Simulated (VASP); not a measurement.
# BaO (Fm-3m) in VASP: density of states with RPBE

Aim: the density of states of BaO with RPBE.

Program: VASP 6.6.1. These are calculated values, not measurements. Logs are shortened: lines on timing, memory, paths and dates and some standing lists are left out, and cuts for length are marked.

### Step 1. The cell of the first run

Symmetry: Fm-3m, No. 225, cubic system. The conventional cell has a = 5.500 Å, b = 5.500 Å, c = 5.500 Å, α = 90.00°, β = 90.00°, γ = 90.00°. Within 3.6 Å of Ba (site symmetry m-3m) lie 6 O at 2.75 Å. Within 3.6 Å of O (site symmetry m-3m) lie 6 Ba at 2.75 Å.

### Step 2. Density of states, RPBE

POSCAR

```
BaO
1.0
    3.8890870000      0.0000000000      0.0000000000
    1.9445435000      3.3680481395      0.0000000000
    1.9445435000      1.1226827132      3.1754262384
Ba O
1 1
Direct
    0.0000000000      0.0000000000      0.0000000000
    0.5000000000      0.5000000000      0.5000000000
```

INCAR.step1

```
PREC = Accurate ; ENCUT = 520
EDIFF = 1E-6 ; ISMEAR = 0
SIGMA = 0.01 ; LREAL = False
LASPH = True ; NELM = 120
ALGO = Normal ; ISIF = 2
LWAVE = False ; LCHARG = True
GGA = RP ; NBANDS = 15
GGA_COMPAT = False ; NEDOS = 2001
LORBIT = 11
```

KPOINTS.step1

```
Automatic mesh
0
Gamma
  3 3 3
```

INCAR.step2

```
PREC = Accurate ; ENCUT = 520
EDIFF = 1E-6 ; ISMEAR = -5
SIGMA = 0.01 ; LREAL = False
LASPH = True ; NELM = 120
ALGO = Normal ; ISIF = 2
LWAVE = False ; LCHARG = False
GGA = RP ; LORBIT = 11
NBANDS = 15 ; NEDOS = 1001
ICHARG = 11 ; GGA_COMPAT = False
```

KPOINTS.step2

```
Automatic mesh
0
Gamma
  5 5 5
```

Potentials or basis: VASP PAW PBE potentials, release 64 (Ba_sv, O).

The run is started by

```console
> cat potpaw_PBE.64/Ba_sv/POTCAR potpaw_PBE.64/O/POTCAR > POTCAR
> cp INCAR.step1 INCAR
> cp KPOINTS.step1 KPOINTS
> mpirun -np 1 vasp_std > vasp.out
> cp INCAR.step2 INCAR
> cp KPOINTS.step2 KPOINTS
> mpirun -np 1 vasp_std > vasp.out
```

OUTCAR:

```text
PREC = Accurate
   ENCUT = 520
   EDIFF = 1E-6
   ISMEAR = -5
   LREAL = False
   LASPH = True
   NELM = 120
   ISIF = 2
   GGA = RP
   LORBIT = 11
   ICHARG = 11

 ion  position               nearest neighbor table
   1  0.000  0.000  0.000-   2 2.75   2 2.75   2 2.75   2 2.75   2 2.75   2 2.75
   2  0.500  0.500  0.500-   1 2.75   1 2.75   1 2.75   1 2.75   1 2.75   1 2.75

  LATTYP: Found a face centered cubic cell.
 ALAT       =     5.4999995806

  Lattice vectors:

 A1 = (   3.8890870000,   0.0000000000,   0.0000000000)
 A2 = (   1.9445435000,   3.3680481395,   0.0000000000)
 A3 = (   1.9445435000,   1.1226827132,   3.1754262384)

Analysis of symmetry for initial positions (statically):
=====================================================================
 Subroutine PRICEL returns:
 Original cell was already a primitive cell.

 Routine SETGRP: Setting up the symmetry group for a
 face centered cubic supercell.

 Subroutine GETGRP returns: Found 48 space group operations
 (whereof 48 operations were pure point group operations)
 out of a pool of 48 trial point group operations.

The static configuration has the point symmetry O_h .

Analysis of symmetry for dynamics (positions and initial velocities):
=====================================================================
 Subroutine PRICEL returns:
 Original cell was already a primitive cell.

 Routine SETGRP: Setting up the symmetry group for a
 face centered cubic supercell.

 Subroutine GETGRP returns: Found 48 space group operations
 (whereof 48 operations were pure point group operations)
 out of a pool of 48 trial point group operations.

The dynamic configuration has the point symmetry O_h .

 Subroutine INISYM returns: Found 48 space group operations
 (whereof 48 operations are pure point group operations),
 and found     1 'primitive' translations

----------------------------------------------------------------------------------------

                                     Primitive cell

  volume of cell :      41.5937

  direct lattice vectors                    reciprocal lattice vectors
     3.889087000  0.000000000  0.000000000     0.257129758 -0.148453935 -0.104972784
     1.944543500  3.368048139  0.000000000     0.000000000  0.296907870 -0.104972784
     1.944543500  1.122682713  3.175426238     0.000000000  0.000000000  0.314918353

  length of vectors
     3.889087000  3.889087000  3.889087000     0.314918353  0.314918353  0.314918353

  position of ions in fractional coordinates (direct lattice)
     0.000000000  0.000000000  0.000000000
     0.500000000  0.500000000  0.500000000

  ion indices of the primitive-cell ions
   primitive index   ion index
                 1           1
                 2           2

----------------------------------------------------------------------------------------

 KPOINTS: Automatic mesh

Automatic generation of k-mesh.
 Grid dimensions read from file:
 generate k-points for:    5    5    5

 Generating k-lattice:

  Cartesian coordinates                     Fractional coordinates (reciprocal lattice)
     0.051425952 -0.029690787 -0.020994557     0.200000000  0.000000000  0.000000000
     0.000000000  0.059381574 -0.020994557     0.000000000  0.200000000  0.000000000
     0.000000000  0.000000000  0.062983671     0.000000000  0.000000000  0.200000000

  Length of vectors
     0.062983671  0.062983671  0.062983671

  Shift w.r.t. Gamma in fractional coordinates (k-lattice)
     0.000000000  0.000000000  0.000000000

 TETIRR: Found     24 inequivalent tetrahedra from      750

 Subroutine IBZKPT returns following result:
 ===========================================

 Found     10 irreducible k-points:

 Following reciprocal coordinates:
            Coordinates               Weight
  0.000000  0.000000  0.000000      1.000000
  0.200000 -0.000000  0.000000      8.000000
  0.400000 -0.000000 -0.000000      8.000000
  0.200000  0.200000  0.000000      6.000000
  0.400000  0.200000  0.000000     24.000000
 -0.400000  0.200000 -0.000000     24.000000
 -0.200000  0.200000  0.000000     12.000000
  0.400000  0.400000  0.000000      6.000000
 -0.400000  0.400000  0.000000     12.000000
 -0.400000  0.400000  0.200000     24.000000
   k-points           NKPTS =     10   k-points in BZ     NKDIM =     10   number of bands    NBANDS=     15
   number of dos      NEDOS =   1001   number of ions     NIONS =      2
   total plane-waves  NPLWV =  27000
   dimension x,y,z NGX =    30 NGY =   30 NGZ =   30
   dimension x,y,z NGXF=    60 NGYF=   60 NGZF=   60
   ions per type =               1   1
   NGX,Y,Z   is equivalent  to a cutoff of  12.82, 12.82, 12.82 a.u.
   NGXF,Y,Z  is equivalent  to a cutoff of  25.65, 25.65, 25.65 a.u.
 SYSTEM =  unknown system
   PREC   = accura    normal or accurate (medium, high low for compatibility)
   ISTART =      0    job   : 0-new  1-cont  2-samecut
   ICHARG =     11    charge: 1-file 2-atom 10-const
   ISPIN  =      1    spin polarized calculation?
   LNONCOLLINEAR =      F non collinear calculations
   LSORBIT =      F    spin-orbit coupling
   LASPH  =      T    aspherical Exc in radial PAW
   ENCUT  =  520.0 eV  38.22 Ry    6.18 a.u.   7.23  7.23  7.23*2*pi/ulx,y,z
   NELM   =    120;   NELMIN=  2; NELMDL=  0     # of ELM steps
   EDIFF  = 0.1E-05   stopping-criterion for ELM
   LREAL  =      F    real-space projection
   EDIFFG = 0.1E-04   stopping-criterion for IOM
   NSW    =      0    number of steps for IOM
   IBRION =     -1    ionic relax: 0-MD 1-quasi-New 2-CG
   NFREE  =      0    steps in history (QN), initial steepest desc. (CG)
   ISIF   =      2    stress and relaxation
   ISYM   =      2    0-nonsym 1-usesym 2-fastsym
   POTIM  = 0.5000    time-step for ionic-motion
   TEBEG  =    0.0;   TEEND  =   0.0 temperature during run
   PSTRESS=    0.0 pullay stress
   NELECT =      16.0000    total number of electrons
   NUPDOWN=      -1.0000    fix difference up-down
   EMIN   =  10.00;   EMAX   =-10.00  energy-range for DOS
   EFERMI =   0.00;   METHOD = LEGACY
   ISMEAR =    -5;   SIGMA  =   0.01  broadening in eV -4-tet -1-fermi 0-gaus
   EFERMI_NEDOS =   21; number of points for ismear=-14 and -15
   IALGO  =     38    algorithm
   IMIX   =      4    mixing-type and parameters
     AMIX     =   0.40;   BMIX     =  1.00
     AMIX_MAG =   1.60;   BMIX_MAG =  1.00
  volume/ion in A,a.u.               =      20.80       140.34
  Fermi-wavevector in a.u.,A,eV,Ry     =   1.190617  2.249940 19.287203  1.417569
  Thomas-Fermi vector in A             =   2.326698
   LORBIT       =     11    0 simple, 1 ext, 2 COOP (PROOUT), +10 PAW based schemes
   GGA     = RP    functional components
   LHFCALC =     F    Hartree Fock is set to
   AEXX    =    0.0000 exact exchange contribution
   IVDW    =     0    specifies the selected vdW correction
   LEPSILON=     F    determine dielectric tensor
   LRPA    =     F    only Hartree local field effects (RPA)
 non-spin polarized calculation
 Fermi weights with tetrahedron method with Bloechl corrections
  energy-cutoff  :      520.00
  volume of cell :       41.59
 maximum number of plane-waves:      1139
 NGX is ok and might be reduce to    30

 number of electron      15.9999996 magnetization

 Free energy of the ion-electron system (eV)
  ---------------------------------------------------
  ext. energy  EPLUGINS =         0.00000000
  ---------------------------------------------------
  free energy    TOTEN  =       -11.04879398 eV

  energy without entropy =      -11.04879398  energy(sigma->0) =      -11.04879398

 E-fermi :   2.1521     XC(G=0):  -9.4785

 val. band max:        2.1255897881   @ k =  -0.4000   0.4000   0.0000
 cond. band min:       4.3825231970   @ k =   0.4000   0.4000   0.0000
 fundamental gap:      2.2569334090
 Fermi energy:         2.1520589915

 k-point     1 :       0.0000    0.0000    0.0000
  band No.  band energies     occupation
      1     -23.8029      2.00000
      2     -12.9434      2.00000
      3      -8.2956      2.00000
      4      -8.2956      2.00000
      5      -8.2956      2.00000
      6       1.8369      2.00000
      7       1.8369      2.00000
      8       1.8369      2.00000
      9       6.0361      0.00000
     10       6.9090      0.00000
     11       6.9090      0.00000
     12       6.9090      0.00000
     13       9.1790      0.00000
     14       9.1790      0.00000
     15      12.4489      0.00000

 k-point     2 :       0.2000   -0.0000    0.0000
  band No.  band energies     occupation
      1     -23.7106      2.00000
      2     -13.2112      2.00000
      3      -8.3726      2.00000
      4      -8.3389      2.00000
      5      -8.3389      2.00000
      6       1.1361      2.00000
      7       1.3702      2.00000
      8       1.3702      2.00000
      9       6.7054      0.00000
     10       7.6027      0.00000
     11       7.6339      0.00000
     12       7.6339      0.00000
     13      10.1587      0.00000
     14      10.1587      0.00000
     15      14.6093      0.00000
[... 113 lines left out ...]
      3      -9.6655      2.00000
      4      -8.8081      2.00000
      5      -8.7887      2.00000
      6       1.4760      2.00000
      7       1.6145      2.00000
      8       2.1256      2.00000
      9       5.1990      0.00000
     10       9.0182      0.00000
     11       9.4321      0.00000
     12      11.2289      0.00000
     13      11.6149      0.00000
     14      14.5297      0.00000
     15      14.8699      0.00000

 k-point    10 :      -0.4000    0.4000    0.2000
  band No.  band energies     occupation
      1     -23.4690      2.00000
      2     -13.3978      2.00000
      3      -9.2569      2.00000
      4      -9.1813      2.00000
      5      -8.4041      2.00000
      6       0.8640      2.00000
      7       1.6142      2.00000
      8       1.9286      2.00000
      9       6.1663      0.00000
     10       8.0007      0.00000
     11       9.3423      0.00000
     12      11.1344      0.00000
     13      11.8935      0.00000
     14      14.2308      0.00000
     15      15.3379      0.00000

------------------------ aborting loop because EDIFF is reached ----------------------------------------

  FORCE on cell =-STRESS in cart. coord.  units (eV):
  Direction    XX          YY          ZZ          XY          YZ          ZX
  --------------------------------------------------------------------------------------
  -------------------------------------------------------------------------------------
  Total        1.6651917      1.6651917      1.6651917     -0.0000000      0.0000000      0.0000000
  in kB       64.1426421     64.1426421     64.1426421     -0.0000000      0.0000000      0.0000000
  external PRESSURE =      64.1426421 kB  Pullay stress =       0.0000000 kB

 VOLUME and BASIS-vectors are now :
 -----------------------------------------------------------------------------
  energy-cutoff  :      520.00
  volume of cell :       41.59
      direct lattice vectors                 reciprocal lattice vectors
     3.889087000  0.000000000  0.000000000     0.257129758 -0.148453935 -0.104972784
     1.944543500  3.368048139  0.000000000     0.000000000  0.296907870 -0.104972784
     1.944543500  1.122682713  3.175426238     0.000000000  0.000000000  0.314918353

 POSITION                                       TOTAL-FORCE (eV/Angst)
 -----------------------------------------------------------------------------------
      0.00000      0.00000      0.00000         0.000000     -0.000000      0.000000
      3.88909      2.24537      1.58771        -0.000000      0.000000      0.000000
 -----------------------------------------------------------------------------------
    total drift:                                0.000000      0.000000     -0.000000

  FREE ENERGIE OF THE ION-ELECTRON SYSTEM (eV)
  ---------------------------------------------------
  free  energy   TOTEN  =       -11.0487939768 eV

  energy  without entropy=      -11.0487939768  energy(sigma->0) =      -11.04879398

 total charge

# of ion       s       p       d       tot
------------------------------------------
    1        2.021   5.646   0.354   8.021
    2        1.563   3.391   0.000   4.955
--------------------------------------------------
tot          3.584   9.038   0.354  12.976
```

It took 6.9 s on 1 thread of Intel Xeon 6975P-C (Granite Rapids), shared host; peak memory 0.16 GiB.

What came out:

| Property | Result |
| --- | --- |
| Valence electrons inside the program's atomic spheres | Ba 8.02; O 4.96 |

Caveat: the k points lie up to 0.66 Å⁻¹ apart; the PAW data sets were made with another functional, which shifts forces and pressure a little; spin-orbit coupling is left out, which moves the levels of the heavy elements.
